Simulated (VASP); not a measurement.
# LiSi16 (a cell with a defect) in VASP: a series of runs

LiSi16 (a cell with a defect) is run at these levels: PBE; tasks: single point.

All numbers are computed with VASP 6.6.1; they aren't measurements. Logs are shortened: lines on timing, memory, paths and dates and some standing lists are left out, and cuts for length are marked.

### 1 The cell of the first run

The cell holds a defect, 17 atoms: a = 7.679 Å, b = 7.679 Å, c = 7.679 Å, α = 60.00°, β = 60.00°, γ = 60.00°.

### 2 Single point, PBE

INCAR reads:

```
PREC = Accurate ; ENCUT = 520
EDIFF = 1E-7 ; ISMEAR = 0
SIGMA = 0.05 ; LREAL = Auto
LASPH = True ; NELM = 80
ALGO = Normal ; ISIF = 2
LWAVE = False ; LCHARG = True
GGA = PE ; LELF = True
LVHAR = True ; NELECT = 66.0
NBANDS = 48
```

KPOINTS reads:

```
regular mesh
0
Gamma
  2 2 2
```

POSCAR reads:

```
LiSi16
1.0
    0.0000000000      5.4300000000      5.4300000000
    5.4300000000      0.0000000000      5.4300000000
    5.4300000000      5.4300000000      0.0000000000
Si Li
16 1
Direct
   -0.0020440292      0.0004580388      0.0011353904
    0.1274134228      0.1226071576      0.1233663281
    0.0027618511     -0.0073014465      0.5026298370
    0.1274227765      0.1226434873      0.6272984956
    0.0027347569      0.5018748615     -0.0064765261
    0.1274136318      0.6266205823      0.1233665499
    0.0027620016      0.5019179531      0.5026300190
    0.1255394511      0.6245456692      0.6253778712
    0.5012541045      0.0004329706      0.0011268474
    0.6254152111      0.1246490443      0.1252936286
    0.5012600894      0.0004561659      0.4978351498
    0.6235020282      0.1226022081      0.6272856317
    0.5012542629      0.4971930147      0.0011270723
    0.6234853938      0.6265893833      0.1233431386
    0.4936840236      0.5018658149      0.5025923244
    0.6235022235      0.6266176885      0.6272859008
    0.8755697004      0.3745212064      0.3753966411
```

Potentials or basis: VASP PAW PBE potentials, release 64 (Si, Li_sv).

Command:

```bash
cat potpaw_PBE.64/Si/POTCAR potpaw_PBE.64/Li_sv/POTCAR > POTCAR
mpirun -np 1 vasp_std > vasp.out
```

OUTCAR:

```text
PREC = Accurate
   ENCUT = 520
   EDIFF = 1E-7
   ISMEAR = 0
   LREAL = Auto
   LASPH = True
   NELM = 80
   ISIF = 2
   GGA = PE
   NELECT = 66.0

 ion  position               nearest neighbor table
   1  0.998  0.000  0.001-  10 2.34   4 2.34   6 2.34   2 2.34
   2  0.127  0.123  0.123-   1 2.34   9 2.34   3 2.38   5 2.38  17 2.74
   3  0.003  0.993  0.503-   8 2.31  12 2.38   2 2.38   4 2.38  17 2.39
   4  0.127  0.123  0.627-   1 2.34  11 2.34   7 2.38   3 2.38  17 2.74
   5  0.003  0.502  0.994-   8 2.31  14 2.38   6 2.38   2 2.38  17 2.39
   6  0.127  0.627  0.123-   1 2.34  13 2.34   7 2.38   5 2.38  17 2.74
   7  0.003  0.502  0.503-   8 2.31  16 2.38   6 2.38   4 2.38  17 2.39
   8  0.126  0.625  0.625-  15 2.31   5 2.31   3 2.31   7 2.31
   9  0.501  0.000  0.001-  10 2.34   2 2.34  12 2.34  14 2.34
  10  0.625  0.125  0.125-   1 2.34  11 2.34   9 2.34  13 2.34
  11  0.501  0.000  0.498-  10 2.34   4 2.34  12 2.34  16 2.34
  12  0.624  0.123  0.627-  11 2.34   9 2.34   3 2.38  15 2.38  17 2.74
  13  0.501  0.497  0.001-  10 2.34   6 2.34  16 2.34  14 2.34
  14  0.623  0.627  0.123-  13 2.34   9 2.34  15 2.38   5 2.38  17 2.74
  15  0.494  0.502  0.503-   8 2.31  14 2.38  12 2.38  16 2.38  17 2.39
  16  0.624  0.627  0.627-  11 2.34  13 2.34   7 2.38  15 2.38  17 2.74
  17  0.876  0.375  0.375-   7 2.39   3 2.39   5 2.39  15 2.39   4 2.74   6 2.74   2 2.74  16 2.74
                            12 2.74  14 2.74

  LATTYP: Found a face centered cubic cell.
 ALAT       =    10.8600000000

  Lattice vectors:

 A1 = (   0.0000000000,   5.4300000000,   5.4300000000)
 A2 = (   5.4300000000,   0.0000000000,   5.4300000000)
 A3 = (   5.4300000000,   5.4300000000,   0.0000000000)

Analysis of symmetry for initial positions (statically):
=====================================================================
 Subroutine PRICEL returns:
 Original cell was already a primitive cell.

 Routine SETGRP: Setting up the symmetry group for a
 face centered cubic supercell.

 Subroutine GETGRP returns: Found  2 space group operations
 (whereof  2 operations were pure point group operations)
 out of a pool of 48 trial point group operations.

The static configuration has the point symmetry C_1h.

Analysis of symmetry for dynamics (positions and initial velocities):
=====================================================================
 Subroutine PRICEL returns:
 Original cell was already a primitive cell.

 Routine SETGRP: Setting up the symmetry group for a
 face centered cubic supercell.

 Subroutine GETGRP returns: Found  2 space group operations
 (whereof  2 operations were pure point group operations)
 out of a pool of 48 trial point group operations.

The dynamic configuration has the point symmetry C_1h.

 Subroutine INISYM returns: Found  2 space group operations
 (whereof  2 operations are pure point group operations),
 and found     1 'primitive' translations

----------------------------------------------------------------------------------------

                                     Primitive cell

  volume of cell :     320.2060

  direct lattice vectors                    reciprocal lattice vectors
     0.000000000  5.430000000  5.430000000    -0.092081031  0.092081031  0.092081031
     5.430000000  0.000000000  5.430000000     0.092081031 -0.092081031  0.092081031
     5.430000000  5.430000000  0.000000000     0.092081031  0.092081031 -0.092081031

  length of vectors
     7.679179644  7.679179644  7.679179644     0.159489025  0.159489025  0.159489025

  position of ions in fractional coordinates (direct lattice)
     0.997955971  0.000458039  0.001135390
     0.127413423  0.122607158  0.123366328
     0.002761851  0.992698553  0.502629837
     0.127422776  0.122643487  0.627298496
     0.002734757  0.501874861  0.993523474
     0.127413632  0.626620582  0.123366550
[... 9 lines left out ...]
     0.623502223  0.626617688  0.627285901
     0.875569700  0.374521206  0.375396641

  ion indices of the primitive-cell ions
   primitive index   ion index
                 1           1
                 2           2
                 3           3
                 4           4
                 5           5
                 6           6
[... 9 lines left out ...]
                16          16
                17          17

----------------------------------------------------------------------------------------

 KPOINTS: regular mesh

Automatic generation of k-mesh.
 Grid dimensions read from file:
 generate k-points for:    2    2    2

 Generating k-lattice:

  Cartesian coordinates                     Fractional coordinates (reciprocal lattice)
    -0.046040516  0.046040516  0.046040516     0.500000000  0.000000000  0.000000000
     0.046040516 -0.046040516  0.046040516     0.000000000  0.500000000  0.000000000
     0.046040516  0.046040516 -0.046040516     0.000000000  0.000000000  0.500000000

  Length of vectors
     0.079744512  0.079744512  0.079744512

  Shift w.r.t. Gamma in fractional coordinates (k-lattice)
     0.000000000  0.000000000  0.000000000

 Subroutine IBZKPT returns following result:
 ===========================================

 Found      6 irreducible k-points:

 Following reciprocal coordinates:
            Coordinates               Weight
  0.000000  0.000000  0.000000      1.000000
  0.500000  0.000000  0.000000      1.000000
  0.000000  0.500000  0.000000      2.000000
  0.000000  0.000000  0.500000      1.000000
  0.500000  0.500000  0.000000      2.000000
  0.500000  0.000000  0.500000      1.000000
   k-points           NKPTS =      6   k-points in BZ     NKDIM =      6   number of bands    NBANDS=     48
   number of dos      NEDOS =    301   number of ions     NIONS =     17
   total plane-waves  NPLWV = 216000
   dimension x,y,z NGX =    60 NGY =   60 NGZ =   60
   dimension x,y,z NGXF=   120 NGYF=  120 NGZF=  120
   ions per type =              16   1
   NGX,Y,Z   is equivalent  to a cutoff of  12.99, 12.99, 12.99 a.u.
   NGXF,Y,Z  is equivalent  to a cutoff of  25.98, 25.98, 25.98 a.u.
 SYSTEM =  unknown system
   PREC   = accura    normal or accurate (medium, high low for compatibility)
   ISTART =      0    job   : 0-new  1-cont  2-samecut
   ICHARG =      2    charge: 1-file 2-atom 10-const
   ISPIN  =      1    spin polarized calculation?
   LNONCOLLINEAR =      F non collinear calculations
   LSORBIT =      F    spin-orbit coupling
   LASPH  =      T    aspherical Exc in radial PAW
   ENCUT  =  520.0 eV  38.22 Ry    6.18 a.u.  14.28 14.28 14.28*2*pi/ulx,y,z
   NELM   =     80;   NELMIN=  2; NELMDL= -5     # of ELM steps
   EDIFF  = 0.1E-06   stopping-criterion for ELM
   LREAL  =      T    real-space projection
   EDIFFG = 0.1E-05   stopping-criterion for IOM
   NSW    =      0    number of steps for IOM
   IBRION =     -1    ionic relax: 0-MD 1-quasi-New 2-CG
   NFREE  =      0    steps in history (QN), initial steepest desc. (CG)
   ISIF   =      2    stress and relaxation
   ISYM   =      2    0-nonsym 1-usesym 2-fastsym
   POTIM  = 0.5000    time-step for ionic-motion
   TEBEG  =    0.0;   TEEND  =   0.0 temperature during run
   PSTRESS=    0.0 pullay stress
   NELECT =      66.0000    total number of electrons
   NUPDOWN=      -1.0000    fix difference up-down
   EMIN   =  10.00;   EMAX   =-10.00  energy-range for DOS
   EFERMI =   0.00;   METHOD = LEGACY
   ISMEAR =     0;   SIGMA  =   0.05  broadening in eV -4-tet -1-fermi 0-gaus
   EFERMI_NEDOS =   21; number of points for ismear=-14 and -15
   IALGO  =     38    algorithm
   IMIX   =      4    mixing-type and parameters
     AMIX     =   0.40;   BMIX     =  1.00
     AMIX_MAG =   1.60;   BMIX_MAG =  1.00
  volume/ion in A,a.u.               =      18.84       127.11
  Fermi-wavevector in a.u.,A,eV,Ry     =   0.967044  1.827449 12.723821  0.935174
  Thomas-Fermi vector in A             =   2.096897
   LORBIT       =      0    0 simple, 1 ext, 2 COOP (PROOUT), +10 PAW based schemes
   GGA     = PE    functional components
   LHFCALC =     F    Hartree Fock is set to
   AEXX    =    0.0000 exact exchange contribution
   IVDW    =     0    specifies the selected vdW correction
   LEPSILON=     F    determine dielectric tensor
   LRPA    =     F    only Hartree local field effects (RPA)
 non-spin polarized calculation
 Gauss-broadening in eV      SIGMA  =   0.05
  energy-cutoff  :      520.00
  volume of cell :      320.21
 maximum number of plane-waves:      8646
 NGX is ok and might be reduce to    60
   NGX = 29   NGY = 29   NGZ = 29

 number of electron      65.9999997 magnetization

 Free energy of the ion-electron system (eV)
  ---------------------------------------------------
  ext. energy  EPLUGINS =         0.00000000
  ---------------------------------------------------
  free energy    TOTEN  =       -93.51402058 eV

  energy without entropy =      -93.51402058  energy(sigma->0) =      -93.51402058

 E-fermi :   6.3924     XC(G=0):  -9.4409

 val. band max:        6.0413144802   @ k =   0.0000   0.0000   0.0000
 cond. band min:       6.6839861835   @ k =   0.0000   0.0000   0.0000
 fundamental gap:      0.6426717033
 Fermi energy:         6.3924396556

 k-point     1 :       0.0000    0.0000    0.0000
  band No.  band energies     occupation
      1     -40.3799      2.00000
      2      -5.9234      2.00000
      3      -3.6721      2.00000
      4      -3.6116      2.00000
      5      -3.6115      2.00000
      6      -3.6115      2.00000
[... 37 lines left out ...]
     44       8.3496      0.00000
     45       8.3499      0.00000

 k-point     2 :       0.5000    0.0000    0.0000
  band No.  band energies     occupation
      1     -40.3799      2.00000
      2      -5.1966      2.00000
      3      -5.0687      2.00000
      4      -3.3545      2.00000
      5      -3.3127      2.00000
      6      -3.3125      2.00000
[... 184 lines left out ...]
 k-point     6 :       0.5000    0.0000    0.5000
  band No.  band energies     occupation
      1     -40.3799      2.00000
      2      -4.9064      2.00000
      3      -4.8158      2.00000
      4      -3.9266      2.00000
      5      -3.8954      2.00000
      6      -3.8954      2.00000
[... 37 lines left out ...]
     44      10.3332      0.00000
     45      10.4011      0.00000
 [bands above 45 left out]

------------------------ aborting loop because EDIFF is reached ----------------------------------------

  FORCE on cell =-STRESS in cart. coord.  units (eV):
  Direction    XX          YY          ZZ          XY          YZ          ZX
  --------------------------------------------------------------------------------------
  -------------------------------------------------------------------------------------
  Total       -1.1495880     -1.1496599     -1.1495880     -0.0001022      0.0001021     -0.0006324
  in kB       -5.7520591     -5.7524186     -5.7520591     -0.0005111      0.0005111     -0.0031642
  external PRESSURE =      -5.7521789 kB  Pullay stress =       0.0000000 kB

 VOLUME and BASIS-vectors are now :
 -----------------------------------------------------------------------------
  energy-cutoff  :      520.00
  volume of cell :      320.21
      direct lattice vectors                 reciprocal lattice vectors
     0.000000000  5.430000000  5.430000000    -0.092081031  0.092081031  0.092081031
     5.430000000  0.000000000  5.430000000     0.092081031 -0.092081031  0.092081031
     5.430000000  5.430000000  0.000000000     0.092081031  0.092081031 -0.092081031

 POSITION                                       TOTAL-FORCE (eV/Angst)
 -----------------------------------------------------------------------------------
      0.00865      5.42507      5.42139        -0.000181      0.000793      0.000181
      1.33564      1.36173      1.35761        -0.000477      0.000822      0.000463
      8.11963      2.74428      5.40535        -0.002331      0.003497     -0.002596
      4.07218      4.09814      1.35786        -0.000118      0.002700      0.000118
      8.12001      5.40968      2.74003        -0.003617     -0.003718      0.003617
      4.07243      1.36174      4.09441        -0.000463      0.000822      0.000477
[... 9 lines left out ...]
      6.80870      6.79178      6.78815        -0.000197      0.000349      0.000139
      4.07205      6.79275      6.78799         0.000100     -0.000465     -0.000100
 -----------------------------------------------------------------------------------
    total drift:                               -0.027245     -0.008129     -0.025057

  FREE ENERGIE OF THE ION-ELECTRON SYSTEM (eV)
  ---------------------------------------------------
  free  energy   TOTEN  =       -93.5140205771 eV

  energy  without entropy=      -93.5140205771  energy(sigma->0) =      -93.51402058
```

Run time: 2.5 min. Hardware: 1 thread of AMD EPYC 9R45 (Zen 5), shared host; peak memory 0.44 GiB.

What came out:

```yaml
Free_energy: -93.5140 eV
Largest_force: 0.006 eV/Å
```

Forces on the atoms (eV/Å):
```
Si   0.000  0.001  0.000
Si   0.000  0.001  0.000
Si  -0.002  0.003 -0.003
Si   0.000  0.003  0.000
Si  -0.004 -0.004  0.004
Si   0.000  0.001  0.000
Si   0.003  0.003  0.002
Si   0.000 -0.005  0.000
Si   0.000  0.000 -0.001
Si   0.000 -0.003  0.000
Si   0.001  0.001 -0.001
Si   0.000  0.000  0.000
Si   0.001  0.000  0.000
Si   0.000  0.002  0.000
Si   0.003 -0.004 -0.003
Si   0.000  0.000  0.000
Li   0.000  0.000  0.000
```

Levels at points of the mesh, in eV from the Fermi level:
| k point | band 30 | band 31 | band 32 | band 33 | band 34 | band 35 | band 36 | band 37 |
| --- | --- | --- | --- | --- | --- | --- | --- | --- |
| (0.00, 0.00, 0.00) | -1.48 | -0.35 | -0.35 | -0.35 | 0.29 | 0.29 | 0.29 | 0.36 |
| (0.50, 0.00, 0.00) | -1.17 | -1.17 | -1.08 | -1.08 | 0.85 | 1.05 | 1.05 | 1.24 |
| (0.00, 0.50, 0.00) | -1.17 | -1.17 | -1.08 | -1.08 | 0.85 | 1.05 | 1.05 | 1.24 |
| (0.00, 0.00, 0.50) | -1.17 | -1.17 | -1.08 | -1.08 | 0.85 | 1.05 | 1.05 | 1.24 |
| (0.50, 0.50, 0.00) | -1.71 | -1.71 | -1.66 | -1.62 | 0.72 | 0.78 | 1.84 | 1.96 |
| (0.50, 0.00, 0.50) | -1.71 | -1.71 | -1.66 | -1.62 | 0.72 | 0.78 | 1.84 | 1.96 |

Caveat: the k points lie up to 0.50 Å⁻¹ apart; the cell carries a net charge on a neutralising background, which shifts energy and pressure; the cell is charged against a uniform background, so pressure and absolute levels hang on convention; the cutoff is under 1.25 times the usual one of these potentials, so pressure, stress and relaxed cells hold a basis-set (Pulay) error.

(Continued in part 2 of 2.)
